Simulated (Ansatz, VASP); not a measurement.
KI: VASP beside Ansatz

```
K I
1.0
     0.00000    3.54457    3.54457
     3.54457    0.00000    3.54457
     3.54457    3.54457    0.00000
K I
1 1
Direct
  0.00000 0.00000 0.00000
  0.50000 0.50000 0.50000
```

Alike in both runs: task single point; functional r2SCANh; k mesh 4 × 4 × 4; no spin polarisation.

|  | VASP | Ansatz |
| --- | --- | --- |
| version | VASP 6.6.1 | Ansatz 0.2.0 |
| potentials or method | VASP PAW PBE potentials, release 64 (K_sv, I) | plane waves, PAW |
| plane-wave cutoff (eV) | 520 | 500 |
| occupations | gaussian, width 0.01 eV | fixed |
| valence electrons in the cell | 16 | 26 |

|  | VASP | Ansatz | Ansatz less VASP |
| --- | --- | --- | --- |
| gap on the k mesh at the Fermi level (eV) | 5.14 | 5.13 | -0.002 |
| pressure (GPa) | 0.0 | 0.0 | +0.02 |

VASP's potentials were made for PBE, not for r2SCANh. VASP's potentials hold 16 valence electrons a cell and Ansatz's 26, so a difference there can come from the potentials and not from the codes. Ansatz's warnings: stress exchange threshold loose, stress scf threshold loose.

Spin-orbit coupling is off throughout.
